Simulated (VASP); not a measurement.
Write the native input for VASP 6.6.1 that does the following.

```yaml
Task: single point
Functional: PBEsol
Potentials_or_basis: VASP PAW PBE potentials, release 64 (Ta_pv, N)
Cutoff: 520 eV
k_mesh: 18 × 18 × 10
Occupations: gaussian, width 0.15 eV
Spin: no spin polarisation
Dipole_correction: no
Further_INCAR_settings: ALGO = Normal; EDIFF = 1e-07; NBANDS = 24
```

The structure of TaN lies in POSCAR:

```
TaN
1.0
    3.0957511069      0.0000000000      0.0000000000
   -1.5478755535      2.6809991023      0.0000000000
    0.0000000000      0.0000000000      4.9400000000
Ta N
2 2
Direct
    0.3333333333      0.6666666667      0.0000000000
    0.6666666667      0.3333333333      0.5000000000
    0.3333333333      0.6666666667      0.3850000000
    0.6666666667      0.3333333333      0.8850000000
```

This cell differs from its parent crystal: strain +0.015 along x and y, +0.000 along z.

One way to write it, as run:

INCAR

```
PREC = Accurate
ENCUT = 520
EDIFF = 1E-7
ISMEAR = 0
SIGMA = 0.15
LREAL = False
LASPH = True
NELM = 100
ALGO = Normal
ISIF = 2
LWAVE = False
LCHARG = False
GGA = PS
NBANDS = 24
```

KPOINTS

```
Automatic mesh
0
Gamma
  18 18 10
```

Potentials or basis: VASP PAW PBE potentials, release 64 (Ta_pv, N).

Command:

```sh
$ cat potpaw_PBE.64/Ta_pv/POTCAR potpaw_PBE.64/N/POTCAR > POTCAR
$ mpirun -np 1 vasp_std > vasp.out
```

It gave:

| Item | Value |
| --- | --- |
| Pressure | 108.1 GPa |
| Largest force | 1.531 eV/Å |
| Band gap on the k mesh | zero (band 16 reaches 10.42 eV, above the bottom of band 17 at 7.68 eV) |

Caveat: the cell differs from its parent crystal (strain +0.015 along x and y, +0.000 along z); the PAW data sets were made with another functional, which shifts forces and pressure a little; spin-orbit coupling is left out, which moves the levels of the heavy elements.

It took 120 s on 1 thread of AMD EPYC 9R45 96-Core Processor (Zen 5), with other jobs on the host, peak memory 0.27 GiB.
